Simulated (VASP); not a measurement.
# B2SbP3 (P6mm) in VASP: relaxation of cell and atoms with PBE

Aim: the relaxation of cell and atoms of B2SbP3 with PBE.

Program: VASP 6.6.1. These are calculated values, not measurements. Logs are shortened: lines on timing, memory, paths and dates and some standing lists are left out, and cuts for length are marked.

### 1 The cell of the first run

The structure is hexagonal, space group P6mm (No. 183). Conventional cell: a = 4.705 Å, b = 4.705 Å, c = 6.506 Å, α = 90.00°, β = 90.00°, γ = 120.00°. Within 3.5 Å of B (site symmetry 3m) lie 4 P at 2.62 to 3.10 Å and 3 B at 2.72 Å and 3 Sb at 2.76 Å. Within 2.6 Å of Sb (site symmetry 6mm) lie 1 P at 1.96 Å. Within 3.9 Å of P (site symmetry 3m) lie 5 B at 2.62 to 3.88 Å and 6 P at 2.72 to 3.62 Å and 3 Sb at 3.47 Å. Within 2.6 Å of P (site symmetry 6mm) lie 1 Sb at 1.96 Å.

The cell was generated, and may not be a known phase.

### 2 Relaxation of cell and atoms, PBE

Contents of INCAR:

```
SYSTEM = B2SbP3
PREC = Accurate
ENCUT = 560
EDIFF = 1E-7
ISMEAR = 0
SIGMA = 0.1
LREAL = .False.
LASPH = .True.
NELM = 120
ALGO = Normal
ISIF = 3
LWAVE = .False.
LCHARG = .False.
GGA = PE
IBRION = 2
NSW = 90
EDIFFG = -0.04
GGA_COMPAT = .False.
NELMIN = 4
```

Contents of KPOINTS:

```
Automatic mesh
0
Gamma
  6 6 4
  0 0 0
```

Contents of POSCAR:

```
B2SbP3
1.0
    4.7053713600      0.0000000000      0.0000000000
   -2.3526856800      4.0749711300      0.0000000000
    0.0000000000      0.0000000000      6.5055137200
B Sb P
2 1 3
Direct
    0.3333333300      0.6666666700      0.4702565000
    0.6666666700      0.3333333300      0.4702565000
    0.0000000000      0.0000000000      0.5411112300
    0.3333333300      0.6666666700      0.8737569600
    0.6666666700      0.3333333300      0.8737569600
    0.0000000000      0.0000000000      0.2404143900
```

Potentials or basis: VASP PAW PBE potentials, release 64 (B, Sb_d_GW, P).

Command:

```console
cat potpaw_PBE.64/B/POTCAR potpaw_PBE.64/Sb_d_GW/POTCAR potpaw_PBE.64/P/POTCAR > POTCAR
mpirun -np 1 vasp_std > vasp.out
```

OUTCAR:

```text
SYSTEM = B2SbP3
   PREC = Accurate
   ENCUT = 560
   EDIFF = 1E-7
   ISMEAR = 0
   LREAL = .False.
   LASPH = .True.
   NELM = 120
   ISIF = 3
   GGA = PE
   IBRION = 2
   NSW = 90
   EDIFFG = -0.04
   NELMIN = 4

 ion  position               nearest neighbor table
   1  0.333  0.667  0.470-   3 2.76   3 2.76   3 2.76
   2  0.667  0.333  0.470-   3 2.76   3 2.76   3 2.76
   3  0.000  0.000  0.541-   6 1.96   2 2.76   1 2.76   1 2.76   2 2.76   2 2.76   1 2.76
   4  0.333  0.667  0.874-   5 2.72   5 2.72   5 2.72
   5  0.667  0.333  0.874-   4 2.72   4 2.72   4 2.72
   6  0.000  0.000  0.240-   3 1.96

  LATTYP: Found a hexagonal cell.
 ALAT       =     4.7053713600
 C/A-ratio  =     1.3825717934

  Lattice vectors:

 A1 = (   4.7053713600,   0.0000000000,   0.0000000000)
 A2 = (  -2.3526856800,   4.0749711300,   0.0000000000)
 A3 = (   0.0000000000,   0.0000000000,   6.5055137200)

Analysis of symmetry for initial positions (statically):
=====================================================================
 Subroutine PRICEL returns:
 Original cell was already a primitive cell.

 Routine SETGRP: Setting up the symmetry group for a
 hexagonal supercell.

 Subroutine GETGRP returns: Found 12 space group operations
 (whereof 12 operations were pure point group operations)
 out of a pool of 24 trial point group operations.

The static configuration has the point symmetry C_6v.

Analysis of symmetry for dynamics (positions and initial velocities):
=====================================================================
 Subroutine PRICEL returns:
 Original cell was already a primitive cell.

 Routine SETGRP: Setting up the symmetry group for a
 hexagonal supercell.

 Subroutine GETGRP returns: Found 12 space group operations
 (whereof 12 operations were pure point group operations)
 out of a pool of 24 trial point group operations.

The dynamic configuration has the point symmetry C_6v.

 Subroutine INISYM returns: Found 12 space group operations
 (whereof 12 operations are pure point group operations),
 and found     1 'primitive' translations

----------------------------------------------------------------------------------------

                                     Primitive cell

  volume of cell :     124.7384

  direct lattice vectors                    reciprocal lattice vectors
     4.705371360  0.000000000  0.000000000     0.212523077  0.122700256  0.000000000
    -2.352685680  4.074971130  0.000000000     0.000000000  0.245400512  0.000000000
     0.000000000  0.000000000  6.505513720     0.000000000  0.000000000  0.153715762

  length of vectors
     4.705371360  4.705371358  6.505513720     0.245400511  0.245400512  0.153715762

  position of ions in fractional coordinates (direct lattice)
     0.333333330  0.666666670  0.470256500
     0.666666670  0.333333330  0.470256500
     0.000000000  0.000000000  0.541111230
     0.333333330  0.666666670  0.873756960
     0.666666670  0.333333330  0.873756960
     0.000000000  0.000000000  0.240414390

  ion indices of the primitive-cell ions
   primitive index   ion index
                 1           1
                 2           2
                 3           3
                 4           4
                 5           5
                 6           6

----------------------------------------------------------------------------------------

 KPOINTS: Automatic mesh

Automatic generation of k-mesh.
 Grid dimensions read from file:
 generate k-points for:    6    6    4

 Generating k-lattice:

  Cartesian coordinates                     Fractional coordinates (reciprocal lattice)
     0.035420513  0.020450043  0.000000000     0.166666667  0.000000000  0.000000000
     0.000000000  0.040900085  0.000000000     0.000000000  0.166666667  0.000000000
     0.000000000  0.000000000  0.038428941     0.000000000  0.000000000  0.250000000

  Length of vectors
     0.040900085  0.040900085  0.038428941

  Shift w.r.t. Gamma in fractional coordinates (k-lattice)
     0.000000000  0.000000000  0.000000000

 Subroutine IBZKPT returns following result:
 ===========================================

 Found     21 irreducible k-points:

 Following reciprocal coordinates:
            Coordinates               Weight
  0.000000  0.000000  0.000000      1.000000
  0.166667  0.000000  0.000000      6.000000
  0.333333  0.000000  0.000000      6.000000
  0.500000 -0.000000  0.000000      3.000000
  0.166667  0.166667  0.000000      6.000000
  0.333333  0.166667  0.000000     12.000000
[... 13 lines left out ...]
  0.333333  0.166667  0.500000     12.000000
  0.333333  0.333333  0.500000      2.000000
   k-points           NKPTS =     21   k-points in BZ     NKDIM =     21   number of bands    NBANDS=     22
   number of dos      NEDOS =    301   number of ions     NIONS =      6
   total plane-waves  NPLWV =  64800
   dimension x,y,z NGX =    36 NGY =   36 NGZ =   50
   dimension x,y,z NGXF=    72 NGYF=   72 NGZF=  100
   ions per type =               2   1   3
   NGX,Y,Z   is equivalent  to a cutoff of  12.72, 12.72, 12.78 a.u.
   NGXF,Y,Z  is equivalent  to a cutoff of  25.44, 25.44, 25.55 a.u.
 SYSTEM =  B2SbP3
   PREC   = accura    normal or accurate (medium, high low for compatibility)
   ISTART =      0    job   : 0-new  1-cont  2-samecut
   ICHARG =      2    charge: 1-file 2-atom 10-const
   ISPIN  =      1    spin polarized calculation?
   LNONCOLLINEAR =      F non collinear calculations
   LSORBIT =      F    spin-orbit coupling
   LASPH  =      T    aspherical Exc in radial PAW
   ENCUT  =  560.0 eV  41.16 Ry    6.42 a.u.   9.08  9.08 12.55*2*pi/ulx,y,z
   NELM   =    120;   NELMIN=  4; NELMDL= -5     # of ELM steps
   EDIFF  = 0.1E-06   stopping-criterion for ELM
   LREAL  =      F    real-space projection
   EDIFFG = -.4E-01   stopping-criterion for IOM
   NSW    =     90    number of steps for IOM
   IBRION =      2    ionic relax: 0-MD 1-quasi-New 2-CG
   NFREE  =      1    steps in history (QN), initial steepest desc. (CG)
   ISIF   =      3    stress and relaxation
   ISYM   =      2    0-nonsym 1-usesym 2-fastsym
   POTIM  = 0.5000    time-step for ionic-motion
   TEBEG  =    0.0;   TEEND  =   0.0 temperature during run
   PSTRESS=    0.0 pullay stress
   NELECT =      36.0000    total number of electrons
   NUPDOWN=      -1.0000    fix difference up-down
   EMIN   =  10.00;   EMAX   =-10.00  energy-range for DOS
   EFERMI =   0.00;   METHOD = LEGACY
   ISMEAR =     0;   SIGMA  =   0.10  broadening in eV -4-tet -1-fermi 0-gaus
   EFERMI_NEDOS =   21; number of points for ismear=-14 and -15
   IALGO  =     38    algorithm
   IMIX   =      4    mixing-type and parameters
     AMIX     =   0.40;   BMIX     =  1.00
     AMIX_MAG =   1.60;   BMIX_MAG =  1.00
  volume/ion in A,a.u.               =      20.79       140.30
  Fermi-wavevector in a.u.,A,eV,Ry     =   1.081871  2.044441 15.924882  1.170446
  Thomas-Fermi vector in A             =   2.217899
   LORBIT       =      0    0 simple, 1 ext, 2 COOP (PROOUT), +10 PAW based schemes
   GGA     = PE    functional components
   LHFCALC =     F    Hartree Fock is set to
   AEXX    =    0.0000 exact exchange contribution
   IVDW    =     0    specifies the selected vdW correction
   LEPSILON=     F    determine dielectric tensor
   LRPA    =     F    only Hartree local field effects (RPA)
 conjugate gradient relaxation of ions
 non-spin polarized calculation
 Gauss-broadening in eV      SIGMA  =   0.10
  energy-cutoff  :      560.00
  volume of cell :      124.74
 maximum number of plane-waves:      3780
   NGX = 19   NGY = 19   NGZ = 25

--------------------------------------- Ionic step        1  -------------------------------------------

 number of electron      36.0000010 magnetization

 Free energy of the ion-electron system (eV)
  ---------------------------------------------------
  ext. energy  EPLUGINS =         0.00000000
  ---------------------------------------------------
  free energy    TOTEN  =       -20.69684531 eV

  energy without entropy =      -20.66825233  energy(sigma->0) =      -20.68254882

------------------------ aborting loop because EDIFF is reached ----------------------------------------

  FORCE on cell =-STRESS in cart. coord.  units (eV):
  Direction    XX          YY          ZZ          XY          YZ          ZX
  --------------------------------------------------------------------------------------
  -------------------------------------------------------------------------------------
  Total       -6.8483737     -6.8483737     19.3814310      0.0000000     -0.0000000     -0.0000000
  in kB      -87.9625874    -87.9625873    248.9409741      0.0000000     -0.0000000     -0.0000000
  external PRESSURE =      24.3385998 kB  Pullay stress =       0.0000000 kB
[... 65 lines left out ...]
  energy  without entropy=      -22.5964010160  energy(sigma->0) =      -22.61691410

--------------------------------------- Ionic step        3  -------------------------------------------

 number of electron      36.0000023 magnetization

 E-fermi :   3.6760     XC(G=0):  -9.4297

 val. band max:        3.6728214360   @ k =   0.1667   0.1667   0.2500
 cond. band min:       3.6775333048   @ k =   0.3333   0.0000   0.2500
 fundamental gap:      0.0047118689
 Fermi energy:         3.6760161263

 k-point     1 :       0.0000    0.0000    0.0000
  band No.  band energies     occupation
      1     -25.7168      2.00000
      2     -25.7099      2.00000
      3     -25.7099      2.00000
      4     -25.6885      2.00000
      5     -25.6885      2.00000
      6      -9.7283      2.00000
[... 547 lines left out ...]
  FREE ENERGIE OF THE ION-ELECTRON SYSTEM (eV)
  ---------------------------------------------------
  free  energy   TOTEN  =       -22.6377088989 eV

  energy  without entropy=      -22.5958933645  energy(sigma->0) =      -22.61680113

[... ionic steps 4 to 54 ...]

--------------------------------------- Ionic step       55  -------------------------------------------

 number of electron      35.9999994 magnetization

------------------------ aborting loop because EDIFF is reached ----------------------------------------

  FORCE on cell =-STRESS in cart. coord.  units (eV):
  Direction    XX          YY          ZZ          XY          YZ          ZX
  --------------------------------------------------------------------------------------
  -------------------------------------------------------------------------------------
  Total       -0.1239308     -0.1239308     -0.0472730      0.0000000      0.0000000      0.0000000
  in kB       -2.1533177     -2.1533177     -0.8213755      0.0000000      0.0000000      0.0000000
  external PRESSURE =      -1.7093370 kB  Pullay stress =       0.0000000 kB
[... 65 lines left out ...]
  energy  without entropy=      -27.0293207355  energy(sigma->0) =      -27.03484528

--------------------------------------- Ionic step       57  -------------------------------------------

 number of electron      35.9999995 magnetization

 Free energy of the ion-electron system (eV)
  ---------------------------------------------------
  ext. energy  EPLUGINS =         0.00000000
  ---------------------------------------------------
  free energy    TOTEN  =       -27.04094530 eV

  energy without entropy =      -27.03001274  energy(sigma->0) =      -27.03547902

 E-fermi :   7.2633     XC(G=0): -10.7904

 val. band max:        7.2400367475   @ k =   0.5000  -0.0000   0.2500
 cond. band min:       7.2636825738   @ k =   0.3333   0.3333   0.0000
 fundamental gap:      0.0236458263
 Fermi energy:         7.2632740296

 k-point     1 :       0.0000    0.0000    0.0000
  band No.  band energies     occupation
      1     -22.1682      2.00000
      2     -22.1574      2.00000
      3     -22.1574      2.00000
      4     -22.1487      2.00000
      5     -22.1487      2.00000
      6      -9.7412      2.00000
[... 547 lines left out ...]
  FREE ENERGIE OF THE ION-ELECTRON SYSTEM (eV)
  ---------------------------------------------------
  free  energy   TOTEN  =       -27.0409453027 eV

  energy  without entropy=      -27.0300127352  energy(sigma->0) =      -27.03547902

 reached required accuracy - stopping structural energy minimisation
```

Wall time 36 min (1 thread of Intel Xeon Platinum 8488C (Sapphire Rapids), shared host); peak memory 0.31 GiB.

Results:

```
Free energy                           : -27.0409 eV
Relaxed volume                        : 15.38 Å³/atom
Relaxed cell                          : a = 3.640 Å, b = 3.640 Å, c = 8.042 Å, α = 90.00°, β = 90.00°, γ = 120.00°
Space group after relaxing (to 0.1 Å) : P6mm (No. 183)
Energy gained by relaxing             : 1057.3 meV/atom
Ionic steps                           : 57
Pressure after relaxing               : -0.2 GPa
Largest force after relaxing          : 0.040 eV/Å
Band gap on the k mesh                : zero (bands 18 and 19 overlap by 0.80 eV)
```

Forces in eV/Å, atoms in the order of the input:
```
B    0.000  0.000 -0.040
B    0.000  0.000 -0.040
Sb   0.000  0.000  0.005
P    0.000  0.000  0.033
P    0.000  0.000  0.033
P    0.000  0.000  0.009
```

The path:
```tsv
step	energy change (eV)	largest force (eV/Å)	pressure (GPa)	volume (Å³)
1	0.0000	14.2562	2.43	124.74
3	-1.9409	0.8132	-11.92	128.71
5	-3.5651	1.8877	-0.07	97.54
7	-4.8349	1.3716	9.22	86.44
9	-5.4292	1.6112	4.11	93.04
11	-5.4623	1.7082	2.82	97.96
13	-5.8364	0.4891	-3.69	103.96
15	-6.0386	0.7692	0.44	98.56
17	-6.0882	0.4616	0.41	97.72
19	-6.0544	0.8215	-1.39	96.31
21	-6.1428	0.0985	0.38	95.89
23	-6.1564	0.3760	0.67	95.10
25	-6.1612	0.4927	0.01	95.15
27	-6.1768	0.0767	-1.22	95.21
29	-6.1855	0.1136	0.10	93.18
31	-6.1882	0.1190	0.20	92.81
33	-6.2005	0.2928	0.52	90.67
35	-6.2078	0.3081	0.31	90.39
37	-6.2402	0.3599	-0.12	89.11
39	-6.2456	0.3073	-0.11	88.61
41	-6.2715	0.1275	0.60	87.61
43	-6.3083	0.1499	0.54	88.50
45	-6.3136	0.1936	0.55	88.93
47	-6.3261	0.2305	-0.97	91.17
49	-6.3358	0.1792	0.08	91.06
51	-6.3379	0.1756	0.16	91.18
53	-6.3406	0.1683	0.22	92.33
55	-6.3435	0.0507	-0.17	92.21
57	-6.3441	0.0396	-0.23	92.28
```

Final structure:
```yaml
crystal:
  lattice:
    - [3.63992, 0.00000, 0.00000]
    - [-1.81996, 3.15226, 0.00000]
    - [0.00000, 0.00000, 8.04229]
  atoms:
    - { symbol: B, position: [0.33333, 0.66667, 0.37505] }
    - { symbol: B, position: [0.66667, 0.33333, 0.37505] }
    - { symbol: Sb, position: [0.00000, 0.00000, 0.59195] }
    - { symbol: P, position: [0.33333, 0.66667, 0.98084] }
    - { symbol: P, position: [0.66667, 0.33333, 0.98084] }
    - { symbol: P, position: [0.00000, 0.00000, 0.16583] }
```

Levels at points of the mesh, in eV from the Fermi level:
```tsv
k point	band 16	band 17	band 18	band 19	band 20	band 21
(0.00, 0.00, 0.00)	-1.31	-1.31	-0.74	1.06	1.06	1.64
(0.50, 0.00, 0.00)	-2.29	-1.71	-0.46	-0.20	0.20	1.31
(0.00, 0.00, 0.50)	-1.85	-1.31	-1.31	0.82	0.82	1.86
(0.50, 0.00, 0.50)	-3.21	-1.92	0.19	0.95	1.78	2.13
```

Caveat: the volume moved by over 15 % at a fixed basis, so the end points are rough; spin-orbit coupling is left out, which moves the levels of the heavy elements; this functional lacks dispersion, which binds layers or chains, so the pressure and a relaxed spacing across them are unreliable.

The gap in the log of VASP goes by the Fermi energy; the results here count the filled bands.